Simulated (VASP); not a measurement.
# RbSiH4 (P1) in VASP: single point with PBE

Aim: the single point of RbSiH4 with PBE.

All numbers are computed with VASP 6.6.1; they aren't measurements. Logs are shortened: lines on timing, memory, paths and dates and some standing lists are left out, and cuts for length are marked.

### 1 The cell of the first run

The typed cell holds 6 atoms: a = 3.671 Å, b = 3.647 Å, c = 4.017 Å, α = 89.57°, β = 88.61°, γ = 89.86°.

### 2 Single point, PBE

INCAR reads:

```
PREC     = Accurate       # precision mode
ENCUT    = 520            # plane-wave cutoff, eV
EDIFF    = 1E-6           # SCF threshold, eV
ISMEAR   = -1             # smearing method
SIGMA    = 0.05           # smearing width, eV
LREAL    = False          # projectors in reciprocal space
LASPH    = True           # aspherical terms in the spheres
NELM     = 100            # most SCF steps
ALGO     = Normal         # electronic algorithm
ISIF     = 2              # what is computed and relaxed
LWAVE    = False          # write WAVECAR
LCHARG   = False          # write CHGCAR
GGA      = PE             # functional
NBANDS   = 18             # bands
```

KPOINTS reads:

```
Automatic mesh
0
Gamma
  4 4 4
```

POSCAR reads:

```
RbSiH4
1.0
    2.5986870000      2.5929900000     -0.0454910000
    2.5820770000     -2.5756250000     -0.0145240000
    0.0437130000      0.0235820000     -4.0161970000
Rb Si H
1 1 4
Direct
    0.9942741482      0.9962485187      0.9956605618
    0.5061835230      0.4926445813      0.4991470875
    0.4811922029      0.0975362740      0.7799718163
    0.4997138865      0.8783447023      0.7903682108
    0.1369376427      0.5239336859      0.2508591976
    0.8761909443      0.4859094499      0.2028313972
```

Potentials or basis: VASP PAW PBE potentials, release 64 (Rb_sv, Si, H).

Command:

```
$ cat potpaw_PBE.64/Rb_sv/POTCAR potpaw_PBE.64/Si/POTCAR potpaw_PBE.64/H/POTCAR > POTCAR
$ mpirun -np 1 vasp_std > vasp.out
```

OUTCAR:

```text
PREC = Accurate
   ENCUT = 520
   EDIFF = 1E-6
   ISMEAR = -1
   LREAL = False
   LASPH = True
   NELM = 100
   ISIF = 2
   GGA = PE

 ion  position               nearest neighbor table
   1  0.994  0.996  0.996-   3 2.00   6 2.02   4 2.06   4 2.06   5 2.07   6 2.08   3 2.12   5 2.26
                             2 3.23   2 3.23   2 3.25   2 3.25   2 3.28   2 3.29   2 3.33   2 3.34
   2  0.506  0.493  0.499-   5 1.71   6 1.78   3 1.82   4 1.84   1 3.23   1 3.23   1 3.25   1 3.25
                             1 3.28   1 3.29   1 3.33   1 3.34
   3  0.481  0.098  0.780-   4 0.80   2 1.82   1 2.00   1 2.12
   4  0.500  0.878  0.790-   3 0.80   2 1.84   1 2.06   1 2.06
   5  0.137  0.524  0.251-   2 1.71   1 2.07   1 2.26
   6  0.876  0.486  0.203-   2 1.78   1 2.02   1 2.08

  LATTYP: Found a triclinic cell.
 ALAT       =     5.1687344549
 B/A-ratio  =     0.7056036376
 C/A-ratio  =     1.6026343664
 COS(alpha) =     0.0015312895
 COS(beta)  =     0.6223536572
 COS(gamma) =     0.7039007489

  Lattice vectors:

 A1 = (   0.0166100000,   5.1686150000,  -0.0309670000)
 A2 = (  -2.5820770000,   2.5756250000,   0.0145240000)
 A3 = (   5.1536610000,   5.1623980000,   3.9252150000)

Analysis of symmetry for initial positions (statically):
=====================================================================
 Subroutine PRICEL returns:
 Original cell was already a primitive cell.

 Routine SETGRP: Setting up the symmetry group for a
 triclinic supercell.

 Subroutine GETGRP returns: Found  1 space group operations
 (whereof  1 operations were pure point group operations)
 out of a pool of  2 trial point group operations.

The static configuration has the point symmetry C_1 .

Analysis of symmetry for dynamics (positions and initial velocities):
=====================================================================
 Subroutine PRICEL returns:
 Original cell was already a primitive cell.

 Routine SETGRP: Setting up the symmetry group for a
 triclinic supercell.

 Subroutine GETGRP returns: Found  1 space group operations
 (whereof  1 operations were pure point group operations)
 out of a pool of  2 trial point group operations.

The dynamic configuration has the point symmetry C_1 .

 Subroutine INISYM returns: Found  1 space group operations
 (whereof  1 operations are pure point group operations),
 and found     1 'primitive' translations

----------------------------------------------------------------------------------------

                                     Primitive cell

  volume of cell :      53.7624

  direct lattice vectors                    reciprocal lattice vectors
     2.598687000  2.592990000 -0.045491000     0.192412616  0.192876419  0.003226770
     2.582077000 -2.575625000 -0.014524000     0.193683505 -0.194092052  0.000968431
     0.043713000  0.023582000 -4.016197000    -0.002879864 -0.001482783 -0.249031822

  length of vectors
     3.671354068  3.647077833  4.016504112     0.272459795  0.274200588  0.249052887

  position of ions in fractional coordinates (direct lattice)
     0.994274148  0.996248519  0.995660562
     0.506183523  0.492644581  0.499147087
     0.481192203  0.097536274  0.779971816
     0.499713886  0.878344702  0.790368211
     0.136937643  0.523933686  0.250859198
     0.876190944  0.485909450  0.202831397

  ion indices of the primitive-cell ions
   primitive index   ion index
                 1           1
                 2           2
                 3           3
                 4           4
                 5           5
                 6           6

----------------------------------------------------------------------------------------

 KPOINTS: Automatic mesh

Automatic generation of k-mesh.
 Grid dimensions read from file:
 generate k-points for:    4    4    4

 Generating k-lattice:

  Cartesian coordinates                     Fractional coordinates (reciprocal lattice)
     0.048103154  0.048219105  0.000806693     0.250000000  0.000000000  0.000000000
     0.048420876 -0.048523013  0.000242108     0.000000000  0.250000000 -0.000000000
    -0.000719966 -0.000370696 -0.062257955     0.000000000  0.000000000  0.250000000

  Length of vectors
     0.068114949  0.068550147  0.062263222

  Shift w.r.t. Gamma in fractional coordinates (k-lattice)
     0.000000000  0.000000000  0.000000000

 Subroutine IBZKPT returns following result:
 ===========================================

 Found     36 irreducible k-points:

 Following reciprocal coordinates:
            Coordinates               Weight
  0.000000  0.000000  0.000000      1.000000
  0.250000  0.000000  0.000000      2.000000
  0.500000  0.000000  0.000000      1.000000
  0.000000  0.250000  0.000000      2.000000
  0.250000  0.250000  0.000000      2.000000
  0.500000  0.250000  0.000000      2.000000
[... 16 lines left out ...]
 -0.000000 -0.250000  0.250000      2.000000
  0.250000 -0.250000  0.250000      2.000000
 [... further k-points ...]
   k-points           NKPTS =     36   k-points in BZ     NKDIM =     36   number of bands    NBANDS=     18
   number of dos      NEDOS =    301   number of ions     NIONS =      6
   total plane-waves  NPLWV =  23520
   dimension x,y,z NGX =    28 NGY =   28 NGZ =   30
   dimension x,y,z NGXF=    56 NGYF=   56 NGZF=   60
   ions per type =               1   1   4
   NGX,Y,Z   is equivalent  to a cutoff of  12.68, 12.76, 12.42 a.u.
   NGXF,Y,Z  is equivalent  to a cutoff of  25.36, 25.53, 24.83 a.u.
 SYSTEM =  unknown system
   PREC   = accura    normal or accurate (medium, high low for compatibility)
   ISTART =      0    job   : 0-new  1-cont  2-samecut
   ICHARG =      2    charge: 1-file 2-atom 10-const
   ISPIN  =      1    spin polarized calculation?
   LNONCOLLINEAR =      F non collinear calculations
   LSORBIT =      F    spin-orbit coupling
   LASPH  =      T    aspherical Exc in radial PAW
   ENCUT  =  520.0 eV  38.22 Ry    6.18 a.u.   6.83  6.78  7.47*2*pi/ulx,y,z
   NELM   =    100;   NELMIN=  2; NELMDL= -5     # of ELM steps
   EDIFF  = 0.1E-05   stopping-criterion for ELM
   LREAL  =      F    real-space projection
   EDIFFG = 0.1E-04   stopping-criterion for IOM
   NSW    =      0    number of steps for IOM
   IBRION =     -1    ionic relax: 0-MD 1-quasi-New 2-CG
   NFREE  =      0    steps in history (QN), initial steepest desc. (CG)
   ISIF   =      2    stress and relaxation
   ISYM   =      2    0-nonsym 1-usesym 2-fastsym
   POTIM  = 0.5000    time-step for ionic-motion
   TEBEG  =    0.0;   TEEND  =   0.0 temperature during run
   PSTRESS=    0.0 pullay stress
   NELECT =      17.0000    total number of electrons
   NUPDOWN=      -1.0000    fix difference up-down
   EMIN   =  10.00;   EMAX   =-10.00  energy-range for DOS
   EFERMI =   0.00;   METHOD = LEGACY
   ISMEAR =    -1;   SIGMA  =   0.05  broadening in eV -4-tet -1-fermi 0-gaus
   EFERMI_NEDOS =   21; number of points for ismear=-14 and -15
   IALGO  =     38    algorithm
   IMIX   =      4    mixing-type and parameters
     AMIX     =   0.40;   BMIX     =  1.00
     AMIX_MAG =   1.60;   BMIX_MAG =  1.00
  volume/ion in A,a.u.               =       8.96        60.47
  Fermi-wavevector in a.u.,A,eV,Ry     =   1.115317  2.107643 16.924722  1.243932
  Thomas-Fermi vector in A             =   2.251920
   LORBIT       =      0    0 simple, 1 ext, 2 COOP (PROOUT), +10 PAW based schemes
   GGA     = PE    functional components
[... 5 lines left out ...]
 non-spin polarized calculation
  energy-cutoff  :      520.00
  volume of cell :       53.76
 maximum number of plane-waves:      1468
   NGX = 13   NGY = 13   NGZ = 15

 number of electron      16.9999999 magnetization

 Free energy of the ion-electron system (eV)
  ---------------------------------------------------
  ext. energy  EPLUGINS =         0.00000000
  ---------------------------------------------------
  free energy    TOTEN  =       -13.96727143 eV

  energy without entropy =      -13.94005791  energy(sigma->0) =      -13.95366467

 E-fermi :   4.4353     XC(G=0): -10.0145

 val. band max:        4.4330469471   @ k =   0.5000   0.0000   0.2500
 cond. band min:       4.4818448449   @ k =   0.2500   0.5000   0.0000
 fundamental gap:      0.0487978978
 Fermi energy:         4.4353444403

 k-point     1 :       0.0000    0.0000    0.0000
  band No.  band energies     occupation
      1     -22.5421      2.00000
      2      -7.7510      2.00000
      3      -6.9957      2.00000
      4      -6.5948      2.00000
      5      -6.5366      2.00000
      6      -2.6476      2.00000
[... 10 lines left out ...]
     17      15.6768      0.00000
     18      15.7568      0.00000

 k-point     2 :       0.2500    0.0000    0.0000
  band No.  band energies     occupation
      1     -22.4637      2.00000
      2      -8.9682      2.00000
      3      -7.2728      2.00000
      4      -6.4589      2.00000
      5      -5.0119      2.00000
      6      -2.2828      2.00000
[... 10 lines left out ...]
     17      14.3069      0.00000
     18      15.0374      0.00000

 k-point     3 :       0.5000    0.0000    0.0000
  band No.  band energies     occupation
      1     -22.3826      2.00000
      2      -9.8221      2.00000
      3      -7.0167      2.00000
      4      -6.3608      2.00000
      5      -3.5341      2.00000
      6      -2.9051      2.00000
[... 10 lines left out ...]
     17      13.2081      0.00000
     18      13.6357      0.00000

 k-point     4 :       0.0000    0.2500    0.0000
  band No.  band energies     occupation
      1     -22.4674      2.00000
      2      -8.6195      2.00000
      3      -7.4843      2.00000
      4      -6.4987      2.00000
      5      -5.2073      2.00000
      6      -2.4438      2.00000
[... 375 lines left out ...]
      4      -6.7592      2.00000
      5      -3.6066      2.00000
      6      -2.5310      2.00000
[... 10 lines left out ...]
     17      15.1554      0.00000
     18      15.8506      0.00000

 k-point    23 :      -0.0000   -0.2500    0.2500
  band No.  band energies     occupation
      1     -22.4462      2.00000
      2      -8.6803      2.00000
      3      -7.7234      2.00000
      4      -6.4661      2.00000
      5      -4.6770      2.00000
      6      -2.9566      2.00000
[... 10 lines left out ...]
     17      14.0350      0.00000
     18      14.4922      0.00000

 k-point    24 :       0.2500   -0.2500    0.2500
  band No.  band energies     occupation
      1     -22.3729      2.00000
      2      -8.6815      2.00000
      3      -8.2156      2.00000
      4      -6.9027      2.00000
      5      -3.8872      2.00000
      6      -2.4284      2.00000
[... 10 lines left out ...]
     17      15.1762      0.00000
     18      15.6171      0.00000

 [... further k-points ...]

------------------------ aborting loop because EDIFF is reached ----------------------------------------

  FORCE on cell =-STRESS in cart. coord.  units (eV):
  Direction    XX          YY          ZZ          XY          YZ          ZX
  --------------------------------------------------------------------------------------
  -------------------------------------------------------------------------------------
  Total       13.9491087     14.3729145      6.1508352     -0.0274265      0.0636114      0.6192586
  in kB      415.6986047    428.3284784    183.3015768     -0.8173390      1.8956896     18.4545794
  external PRESSURE =     342.4428866 kB  Pullay stress =       0.0000000 kB

 VOLUME and BASIS-vectors are now :
 -----------------------------------------------------------------------------
  energy-cutoff  :      520.00
  volume of cell :       53.76
      direct lattice vectors                 reciprocal lattice vectors
     2.598687000  2.592990000 -0.045491000     0.192412616  0.192876419  0.003226770
     2.582077000 -2.575625000 -0.014524000     0.193683505 -0.194092052  0.000968431
     0.043713000  0.023582000 -4.016197000    -0.002879864 -0.001482783 -0.249031822

 POSITION                                       TOTAL-FORCE (eV/Angst)
 -----------------------------------------------------------------------------------
      5.19972      0.03566     -4.05847         0.019936     -0.509243      0.069163
      2.60928      0.05543     -2.03485         0.132995      0.058710      1.013990
      1.53641      1.01490     -3.15583         2.125189     -1.634063      1.125048
      3.60110     -0.94790     -3.20976        -1.834744      2.046817      0.923163
      1.71966     -0.98846     -1.02134         0.903586      1.697583     -1.370008
      3.54047      1.02522     -0.86153        -1.346962     -1.659804     -1.761356
 -----------------------------------------------------------------------------------
    total drift:                                0.000034     -0.000082     -0.000131

  FREE ENERGIE OF THE ION-ELECTRON SYSTEM (eV)
  ---------------------------------------------------
  free  energy   TOTEN  =       -13.9672714347 eV

  energy  without entropy=      -13.9400579091  energy(sigma->0) =      -13.95366467
```

Wall time 38 s (1 thread of Intel Xeon Platinum 8488C (Sapphire Rapids), shared host); peak memory 0.17 GiB.

What came out:

```
Free energy   : -13.9673 eV
Pressure      : 34.2 GPa
Largest force : 2.907 eV/Å
```

Forces on the atoms (eV/Å):
```
Rb   0.020 -0.509  0.069
Si   0.133  0.059  1.014
H    2.125 -1.634  1.125
H   -1.835  2.047  0.923
H    0.904  1.698 -1.370
H   -1.347 -1.660 -1.761
```

Levels at points of the mesh, in eV from the Fermi level:
```csv
k point,band 7,band 8,band 9,band 10,band 11,band 12
"(0.00, 0.00, 0.00)",-1.66,-0.50,0.25,1.09,2.18,5.15
"(0.50, 0.00, 0.00)",-5.35,-0.57,0.39,2.34,3.89,5.06
"(0.00, 0.50, 0.00)",-4.54,-1.24,-0.16,3.14,3.96,5.22
"(0.50, 0.50, 0.00)",-5.75,-0.86,0.62,0.94,1.90,3.47
"(0.00, 0.00, 0.50)",-3.19,-1.01,-0.32,0.90,5.29,5.88
"(0.50, 0.00, 0.50)",-3.82,-0.55,0.30,0.64,3.80,4.80
"(0.00, 0.50, 0.50)",-3.30,-0.74,-0.43,1.47,3.59,4.81
"(0.50, 0.50, 0.50)",-6.65,-4.25,1.18,1.82,5.23,9.56
```

Caveat: the k points lie up to 0.43 Å⁻¹ apart; forces of over 1 eV/Å act on the atoms, so gaps and moduli don't describe the material at rest.
